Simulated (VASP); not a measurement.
# Zr (P6_3/mmc) in VASP: further runs

The runs below take Zr through relaxation of cell and atoms, with LDA.

Program: VASP 6.6.1. These are calculated values, not measurements. Logs are shortened: lines on timing, memory, paths and dates and some standing lists are left out, and cuts for length are marked.

### Step 1. The cell of the first run

Symmetry: P6_3/mmc, No. 194, hexagonal system. The conventional cell has a = 3.143 Å, b = 3.143 Å, c = 5.092 Å, α = 90.00°, β = 90.00°, γ = 120.00°. Within 4.1 Å of Zr (site symmetry -6m2) lie 12 Zr at 3.13 to 3.14 Å.

### Step 2. Relaxation of cell and atoms, LDA

Contents of INCAR:

```
  PREC = Accurate
  ENCUT = 600
  EDIFF = 1E-6
  ISMEAR = -1
  SIGMA = 0.1
  LREAL = F
  LASPH = T
  NELM = 60
  ALGO = Normal
  ISIF = 3
  LWAVE = F
  LCHARG = F
  GGA = CA
  IBRION = 2
  NSW = 60
  EDIFFG = -0.005
```

Contents of KPOINTS:

```
regular mesh
0
Gamma
  18 18 10
```

Contents of POSCAR:

```
Zr
1.0
    3.1432143070      0.0000000000      0.0000000000
   -1.5716071535      2.7221034394      0.0000000000
    0.0000000000      0.0000000000      5.0920071773
Zr
2
Direct
    0.3333333333      0.6666666667      0.2500000000
    0.6666666667      0.3333333333      0.7500000000
```

Potentials or basis: VASP PAW LDA potentials, release 64 (Zr_sv).

Command:

```bash
> cat potpaw_LDA.64/Zr_sv/POTCAR > POTCAR
> mpirun -np 1 vasp_std > vasp.out
```

OUTCAR:

```text
PREC = Accurate
   ENCUT = 600
   EDIFF = 1E-6
   ISMEAR = -1
   LREAL = F
   LASPH = T
   NELM = 60
   ISIF = 3
   GGA = CA
   IBRION = 2
   NSW = 60
   EDIFFG = -0.005

 ion  position               nearest neighbor table
   1  0.333  0.667  0.250-   2 3.13   2 3.13   2 3.13   2 3.13   2 3.13   2 3.13
   2  0.667  0.333  0.750-   1 3.13   1 3.13   1 3.13   1 3.13   1 3.13   1 3.13

  LATTYP: Found a hexagonal cell.
 ALAT       =     3.1432143070
 C/A-ratio  =     1.6200000000

  Lattice vectors:

 A1 = (   3.1432143070,   0.0000000000,   0.0000000000)
 A2 = (  -1.5716071535,   2.7221034394,   0.0000000000)
 A3 = (   0.0000000000,   0.0000000000,   5.0920071773)

Analysis of symmetry for initial positions (statically):
=====================================================================
 Subroutine PRICEL returns:
 Original cell was already a primitive cell.

 Routine SETGRP: Setting up the symmetry group for a
 hexagonal supercell.

 Subroutine GETGRP returns: Found 24 space group operations
 (whereof 12 operations were pure point group operations)
 out of a pool of 24 trial point group operations.

The static configuration has the point symmetry D_3d.
 The point group associated with its full space group is D_6h.

Analysis of symmetry for dynamics (positions and initial velocities):
=====================================================================
 Subroutine PRICEL returns:
 Original cell was already a primitive cell.

 Routine SETGRP: Setting up the symmetry group for a
 hexagonal supercell.

 Subroutine GETGRP returns: Found 24 space group operations
 (whereof 12 operations were pure point group operations)
 out of a pool of 24 trial point group operations.

The dynamic configuration has the point symmetry D_3d.
 The point group associated with its full space group is D_6h.

 Subroutine INISYM returns: Found 24 space group operations
 (whereof 12 operations are pure point group operations),
 and found     1 'primitive' translations

----------------------------------------------------------------------------------------

                                     Primitive cell

  volume of cell :      43.5680

  direct lattice vectors                    reciprocal lattice vectors
     3.143214307  0.000000000  0.000000000     0.318145663  0.183681484  0.000000000
    -1.571607154  2.722103439  0.000000000     0.000000000  0.367362968  0.000000000
     0.000000000  0.000000000  5.092007177     0.000000000  0.000000000  0.196386212

  length of vectors
     3.143214307  3.143214307  5.092007177     0.367362968  0.367362968  0.196386212

  position of ions in fractional coordinates (direct lattice)
     0.333333333  0.666666667  0.250000000
     0.666666667  0.333333333  0.750000000

  ion indices of the primitive-cell ions
   primitive index   ion index
                 1           1
                 2           2

----------------------------------------------------------------------------------------

 KPOINTS: regular mesh

Automatic generation of k-mesh.
 Grid dimensions read from file:
 generate k-points for:   18   18   10

 Generating k-lattice:

  Cartesian coordinates                     Fractional coordinates (reciprocal lattice)
     0.017674759  0.010204527  0.000000000     0.055555556  0.000000000  0.000000000
     0.000000000  0.020409054  0.000000000     0.000000000  0.055555556  0.000000000
     0.000000000  0.000000000  0.019638621     0.000000000  0.000000000  0.100000000

  Length of vectors
     0.020409054  0.020409054  0.019638621

  Shift w.r.t. Gamma in fractional coordinates (k-lattice)
     0.000000000  0.000000000  0.000000000

 Subroutine IBZKPT returns following result:
 ===========================================

 Found    222 irreducible k-points:

 Following reciprocal coordinates:
            Coordinates               Weight
  0.000000  0.000000  0.000000      1.000000
  0.055556  0.000000  0.000000      6.000000
  0.111111  0.000000  0.000000      6.000000
  0.166667  0.000000  0.000000      6.000000
  0.222222 -0.000000  0.000000      6.000000
  0.277778  0.000000  0.000000      6.000000
[... 16 lines left out ...]
  0.333333  0.111111  0.000000     12.000000
  0.388889  0.111111  0.000000     12.000000
 [... further k-points ...]
   k-points           NKPTS =    222   k-points in BZ     NKDIM =    222   number of bands    NBANDS=     16
   number of dos      NEDOS =    301   number of ions     NIONS =      2
   total plane-waves  NPLWV =  32928
   dimension x,y,z NGX =    28 NGY =   28 NGZ =   42
   dimension x,y,z NGXF=    56 NGYF=   56 NGZF=   84
   ions per type =               2
   NGX,Y,Z   is equivalent  to a cutoff of  14.81, 14.81, 13.71 a.u.
   NGXF,Y,Z  is equivalent  to a cutoff of  29.62, 29.62, 27.42 a.u.
 SYSTEM =  unknown system
   PREC   = accura    normal or accurate (medium, high low for compatibility)
   ISTART =      0    job   : 0-new  1-cont  2-samecut
   ICHARG =      2    charge: 1-file 2-atom 10-const
   ISPIN  =      1    spin polarized calculation?
   LNONCOLLINEAR =      F non collinear calculations
   LSORBIT =      F    spin-orbit coupling
   LASPH  =      T    aspherical Exc in radial PAW
   ENCUT  =  600.0 eV  44.10 Ry    6.64 a.u.   6.28  6.28 10.17*2*pi/ulx,y,z
   NELM   =     60;   NELMIN=  2; NELMDL= -5     # of ELM steps
   EDIFF  = 0.1E-05   stopping-criterion for ELM
   LREAL  =      F    real-space projection
   EDIFFG = -.5E-02   stopping-criterion for IOM
   NSW    =     60    number of steps for IOM
   IBRION =      2    ionic relax: 0-MD 1-quasi-New 2-CG
   NFREE  =      1    steps in history (QN), initial steepest desc. (CG)
   ISIF   =      3    stress and relaxation
   ISYM   =      2    0-nonsym 1-usesym 2-fastsym
   POTIM  = 0.5000    time-step for ionic-motion
   TEBEG  =    0.0;   TEEND  =   0.0 temperature during run
   PSTRESS=    0.0 pullay stress
   NELECT =      24.0000    total number of electrons
   NUPDOWN=      -1.0000    fix difference up-down
   EMIN   =  10.00;   EMAX   =-10.00  energy-range for DOS
   EFERMI =   0.00;   METHOD = LEGACY
   ISMEAR =    -1;   SIGMA  =   0.10  broadening in eV -4-tet -1-fermi 0-gaus
   EFERMI_NEDOS =   21; number of points for ismear=-14 and -15
   IALGO  =     38    algorithm
   IMIX   =      4    mixing-type and parameters
     AMIX     =   0.40;   BMIX     =  1.00
     AMIX_MAG =   1.60;   BMIX_MAG =  1.00
  volume/ion in A,a.u.               =      21.78       147.01
  Fermi-wavevector in a.u.,A,eV,Ry     =   1.342011  2.536033 24.504000  1.800993
  Thomas-Fermi vector in A             =   2.470199
   LORBIT       =      0    0 simple, 1 ext, 2 COOP (PROOUT), +10 PAW based schemes
   GGA     = CA    functional components
   LHFCALC =     F    Hartree Fock is set to
   AEXX    =    0.0000 exact exchange contribution
   IVDW    =     0    specifies the selected vdW correction
   LEPSILON=     F    determine dielectric tensor
   LRPA    =     F    only Hartree local field effects (RPA)
 conjugate gradient relaxation of ions
 non-spin polarized calculation
  energy-cutoff  :      600.00
  volume of cell :       43.57
 maximum number of plane-waves:      1474
 NGX is ok and might be reduce to    28
   NGX = 13   NGY = 13   NGZ = 21

--------------------------------------- Ionic step        1  -------------------------------------------

 number of electron      24.0000000 magnetization

 Free energy of the ion-electron system (eV)
  ---------------------------------------------------
  ext. energy  EPLUGINS =         0.00000000
  ---------------------------------------------------
  free energy    TOTEN  =       -18.61820714 eV

  energy without entropy =      -18.54846907  energy(sigma->0) =      -18.58333810

------------------------ aborting loop because EDIFF is reached ----------------------------------------

  FORCE on cell =-STRESS in cart. coord.  units (eV):
  Direction    XX          YY          ZZ          XY          YZ          ZX
  --------------------------------------------------------------------------------------
  -------------------------------------------------------------------------------------
  Total        0.0378075      0.0378075      0.0552422      0.0000000      0.0000000      0.0000000
  in kB        1.3903403      1.3903403      2.0314880      0.0000000      0.0000000      0.0000000
  external PRESSURE =       1.6040562 kB  Pullay stress =       0.0000000 kB
[... 57 lines left out ...]
  energy  without entropy=      -18.5482387149  energy(sigma->0) =      -18.58321319

--------------------------------------- Ionic step        3  -------------------------------------------

 number of electron      24.0000000 magnetization

 Free energy of the ion-electron system (eV)
  ---------------------------------------------------
  ext. energy  EPLUGINS =         0.00000000
  ---------------------------------------------------
  free energy    TOTEN  =       -18.61823426 eV

  energy without entropy =      -18.54840806  energy(sigma->0) =      -18.58332116

 E-fermi :   9.5014     XC(G=0): -11.5936

 val. band max:        9.4950651563   @ k =   0.1667   0.1667   0.4000
 cond. band min:       9.5050307664   @ k =   0.0000   0.0000   0.5000
 fundamental gap:      0.0099656101
 Fermi energy:         9.5013642300

 k-point     1 :       0.0000    0.0000    0.0000
  band No.  band energies     occupation
      1     -38.8991      2.00000
      2     -38.7046      2.00000
      3     -17.6773      2.00000
      4     -16.6001      2.00000
      5     -16.6001      2.00000
      6     -16.4597      2.00000
[... 8 lines left out ...]
     15      11.1192      0.00000
     16      11.1192      0.00000
[... 420 lines left out ...]
  band No.  band energies     occupation
      1     -38.7129      2.00000
      2     -38.6488      2.00000
      3     -17.4605      2.00000
      4     -17.2656      2.00000
      5     -17.1433      2.00000
      6     -16.9177      2.00000
[... 8 lines left out ...]
     15      10.9802      0.00000
     16      14.1256      0.00000

 [... further k-points ...]

------------------------ aborting loop because EDIFF is reached ----------------------------------------

  FORCE on cell =-STRESS in cart. coord.  units (eV):
  Direction    XX          YY          ZZ          XY          YZ          ZX
  --------------------------------------------------------------------------------------
  -------------------------------------------------------------------------------------
  Total       -0.0031409     -0.0031409      0.0044459      0.0000000      0.0000000      0.0000000
  in kB       -0.1153491     -0.1153491      0.1632765      0.0000000      0.0000000      0.0000000
  external PRESSURE =      -0.0224739 kB  Pullay stress =       0.0000000 kB
[... 17 lines left out ...]
  FREE ENERGIE OF THE ION-ELECTRON SYSTEM (eV)
  ---------------------------------------------------
  free  energy   TOTEN  =       -18.6182342648 eV

  energy  without entropy=      -18.5484080591  energy(sigma->0) =      -18.58332116

 reached required accuracy - stopping structural energy minimisation
```

Run time: 2.4 min. Hardware: 1 thread of Intel Xeon 6975P-C (Granite Rapids), shared host; peak memory 0.28 GiB.

Results:

```yaml
Free_energy: -18.6182 eV
Relaxed_volume: 21.81 Å³/atom
Relaxed_cell: a = 3.144 Å, b = 3.144 Å, c = 5.095 Å, α = 90.00°, β = 90.00°, γ = 120.00°
Space_group_after_relaxing_to_0.05_Å: P6_3/mmc (No. 194)
Energy_gained_by_relaxing: 0.0 meV/atom
Ionic_steps: 3
Pressure_after_relaxing: 0.0 GPa
Band_gap_on_the_k_mesh: zero (band 12 reaches 10.49 eV, above the bottom of band 13 at 9.29 eV)
```

Final structure:
```
Zr
1.0
     3.14442    0.00000    0.00000
    -1.57221    2.72315    0.00000
     0.00000    0.00000    5.09486
Zr
2
Cartesian
  0.0000 1.8154 1.2737
  1.5722 0.9077 3.8211
```

Levels at points of the mesh, in eV from the Fermi level:
```tsv
k point	band 8	band 9	band 10	band 11	band 12	band 13	band 14	band 15	band 16
(0.00, 0.00, 0.00)	-25.94	-5.70	-3.18	0.89	0.90	0.90	1.42	1.62	1.62
(0.50, 0.00, 0.00)	-26.09	-2.77	-2.56	-2.33	0.09	0.63	0.79	1.52	5.41
(0.00, 0.00, 0.50)	-26.02	-3.95	-3.95	0.00	0.00	0.83	0.83	0.83	0.83
(0.50, 0.00, 0.50)	-26.23	-3.03	-3.03	-1.21	-1.21	1.99	1.99	2.41	2.41
```

### Step 3. Relaxation of cell and atoms, LDA, target pressure 220 GPa, at which the enthalpy is minimised

This run uses another cell than the first one, of 10.87 Å³/atom, 0.499 times its volume.

Contents of INCAR:

```
SYSTEM = Zr
PREC     = Accurate       ! precision mode
ENCUT    = 600            ! plane-wave cutoff, eV
EDIFF    = 1E-6           ! SCF threshold, eV
ISMEAR   = -1             ! smearing method
SIGMA    = 0.1            ! smearing width, eV
LREAL    = .FALSE.        ! projectors in reciprocal space
LASPH    = .TRUE.         ! aspherical terms in the spheres
NELM     = 80             ! most SCF steps
ALGO     = Normal         ! electronic algorithm
ISIF     = 3              ! what is computed and relaxed
LWAVE    = .FALSE.        ! write WAVECAR
LCHARG   = .FALSE.        ! write CHGCAR
GGA      = CA             ! functional
IBRION   = 2              ! ionic algorithm
NSW      = 60             ! ionic steps
EDIFFG   = -0.005         ! ionic threshold
PSTRESS  = 2200.0
```

Contents of KPOINTS:

```
Automatic mesh
0
G
  18 18 10
  0 0 0
```

Contents of POSCAR:

```
Zr
1.0
    2.4931065582      0.0000000000      0.0000000000
   -1.2465532791      2.1590936137      0.0000000000
    0.0000000000      0.0000000000      4.0388326242
Zr
2
Direct
    0.3333333333      0.6666666667      0.2500000000
    0.6666666667      0.3333333333      0.7500000000
```

Potentials or basis: VASP PAW LDA potentials, release 64 (Zr_sv).

Command:

```bash
> cat potpaw_LDA.64/Zr_sv/POTCAR > POTCAR
> mpirun -np 1 vasp_std > vasp.out
```

Wall time 17 min (1 thread of AMD EPYC 7R13, shared host); peak memory 0.17 GiB.

Results (log left out):

- Free energy: -9.9130 eV
- Relaxed volume: 10.97 Å³/atom
- Relaxed cell: a = 2.418 Å, b = 2.418 Å, c = 4.334 Å, α = 90.00°, β = 90.00°, γ = 120.00°
- Space group after relaxing (to 0.05 Å): P6_3/mmc (No. 194)
- Energy change on relaxing (the enthalpy is what falls): -223.4 meV/atom
- Ionic steps: 20
- Pressure after relaxing: 220.0 GPa
- Band gap on the k mesh: zero (band 12 reaches 21.07 eV, above the bottom of band 13 at 19.19 eV)

Stress tensor (GPa, compression positive):
```
220.07   0.00   0.00
  0.00 220.07   0.00
  0.00   0.00 219.99
```

The path:
```
step  energy change (eV)  largest force (eV/Å)  pressure (GPa)  volume (Å³)
   1              0.0000                0.0000          224.48        21.74
   2             -1.3514                0.0000          197.75        22.65
   3             -1.1155                0.0000          202.63        22.47
   4             -0.4977                0.0000          219.40        21.99
   5             -0.6445                0.0000          215.48        22.10
   6             -0.6550                0.0000          215.25        22.10
   7             -0.4606                0.0000          219.63        21.96
   8             -0.4714                0.0000          219.47        21.97
   9             -0.4758                0.0000          219.32        21.97
  10             -0.4527                0.0000          219.87        21.95
  11             -0.4509                0.0000          219.93        21.95
  12             -0.4504                0.0000          219.93        21.95
  13             -0.4494                0.0000          219.94        21.95
  14             -0.4471                0.0000          220.00        21.95
  15             -0.4402                0.0000          220.12        21.94
  16             -0.4438                0.0000          220.14        21.95
  17             -0.4459                0.0000          220.07        21.95
  18             -0.4463                0.0000          220.07        21.95
  19             -0.4467                0.0000          220.06        21.95
  20             -0.4469                0.0000          220.04        21.95
```

Final structure:
```
Zr
1.0
     2.41824    0.00000    0.00000
    -1.20912    2.09426    0.00000
     0.00000    0.00000    4.33392
Zr
2
Direct
  0.33333 0.66667 0.25000
  0.66667 0.33333 0.75000
```

Levels at points of the mesh, in eV from the Fermi level:
| k point | band 10 | band 11 | band 12 | band 13 | band 14 | band 15 |
| --- | --- | --- | --- | --- | --- | --- |
| (0.00, 0.00, 0.00) | -4.12 | -1.20 | 0.69 | 0.69 | 1.88 | 1.88 |
| (0.50, 0.00, 0.00) | -5.89 | -4.14 | 0.48 | 0.93 | 2.35 | 4.04 |
| (0.00, 0.00, 0.50) | -3.00 | 0.80 | 0.80 | 0.80 | 0.80 | 1.18 |
| (0.50, 0.00, 0.50) | -6.18 | -4.60 | -4.60 | 4.46 | 4.46 | 6.60 |

Caveat: the cell is relaxed towards a set pressure, so the enthalpy falls and the energy may rise.

### Step 4. Relaxation of cell and atoms, LDA, target pressure 220 GPa, at which the enthalpy is minimised

This run uses another cell than the first one, of 10.94 Å³/atom, 0.502 times its volume.

Contents of INCAR:

```
PREC = Accurate
ENCUT = 600
EDIFF = 1E-7
ISMEAR = -1
SIGMA = 0.1
LREAL = False
LASPH = True
NELM = 80
ALGO = Normal
ISIF = 3
LWAVE = False
LCHARG = False
GGA = CA
IBRION = 2
NSW = 32
EDIFFG = -0.005
PSTRESS = 2200.0
```

Contents of KPOINTS:

```
regular mesh
0
Gamma
  18 18 10
```

Contents of POSCAR:

```
Zr
1.0
    2.4141242661      0.0000000000      0.0000000000
   -1.2070621331      2.0906929424      0.0000000000
    0.0000000000      0.0000000000      4.3344425386
Zr
2
Direct
    0.3333333333      0.6666666667      0.2500000000
    0.6666666667      0.3333333333      0.7500000000
```

Command:

```bash
> cat potpaw_LDA.64/Zr_sv/POTCAR > POTCAR
> mpirun -np 1 vasp_std > vasp.out
```

Run time: 11 min. Hardware: 1 thread of AMD EPYC 7R13, shared host; peak memory 0.17 GiB.

Results (log left out):

```
Free energy                                            : -9.9137 eV
Relaxed volume                                         : 10.97 Å³/atom
Relaxed cell                                           : a = 2.418 Å, b = 2.418 Å, c = 4.334 Å, α = 90.00°, β = 90.00°, γ = 120.00°
Space group after relaxing (to 0.05 Å)                 : P6_3/mmc (No. 194)
Energy change on relaxing (the enthalpy is what falls) : -49.9 meV/atom
Ionic steps                                            : 6
Pressure after relaxing                                : 220.0 GPa
Band gap on the k mesh                                 : zero (band 12 reaches 21.07 eV, above the bottom of band 13 at 19.19 eV)
```

Step by step:
```csv
step,energy change (eV),largest force (eV/Å),pressure (GPa),volume (Å³)
1,0.0000,0.0000,222.56,21.88
2,-0.7418,0.0000,204.29,22.43
3,-0.1078,0.0000,219.87,21.95
4,-0.1057,0.0000,219.91,21.95
5,-0.0955,0.0000,220.08,21.95
6,-0.0998,0.0000,220.02,21.95
```

Final structure:
```yaml
crystal:
  lattice:
    - [2.41826, 0.00000, 0.00000]
    - [-1.20913, 2.09427, 0.00000]
    - [0.00000, 0.00000, 4.33389]
  atoms:
    - { symbol: Zr, position: [0.33333, 0.66667, 0.25000] }
    - { symbol: Zr, position: [0.66667, 0.33333, 0.75000] }
```

Levels at points of the mesh, in eV from the Fermi level:
```tsv
k point	band 9	band 10	band 11	band 12	band 13	band 14	band 15	band 16
(0.00, 0.00, 0.00)	-4.26	-4.12	-1.20	0.69	0.69	1.88	1.88	5.16
(0.50, 0.00, 0.00)	-6.66	-5.89	-4.14	0.48	0.93	2.35	4.04	10.64
(0.00, 0.00, 0.50)	-3.00	-3.00	0.80	0.80	0.80	0.80	1.18	1.18
(0.50, 0.00, 0.50)	-6.18	-6.18	-4.59	-4.59	4.46	4.46	6.60	6.60
```

Caveat: the cell is relaxed towards a set pressure, so the enthalpy falls and the energy may rise.

### Step 5. The runs side by side

```csv
cell,gap on the mesh (eV),pressure (GPa)
"relaxed from a = 3.143, b = 3.143, c = 5.092 Å, angles 90.0, 90.0, 120.0°, 2 atoms",none,0.0
"relaxed to 220 GPa from a = 2.493, b = 2.493, c = 4.039 Å, angles 90.0, 90.0, 120.0°, 2 atoms",none,220.0
"relaxed to 220 GPa from a = 2.414, b = 2.414, c = 4.334 Å, angles 90.0, 90.0, 120.0°, 2 atoms",none,220.0
```

Alike in all rows: task relaxation of cell and atoms; level LDA; potentials or basis VASP PAW LDA potentials, release 64 (Zr_sv); no spin polarisation; k mesh 18 × 18 × 10; cutoff (eV) 600; smearing fermi-dirac 0.1 eV.

Caveats: the cell is relaxed towards a set pressure, so the enthalpy falls and the energy may rise (some runs).

Absolute energies hang on the potentials; compare differences alone.
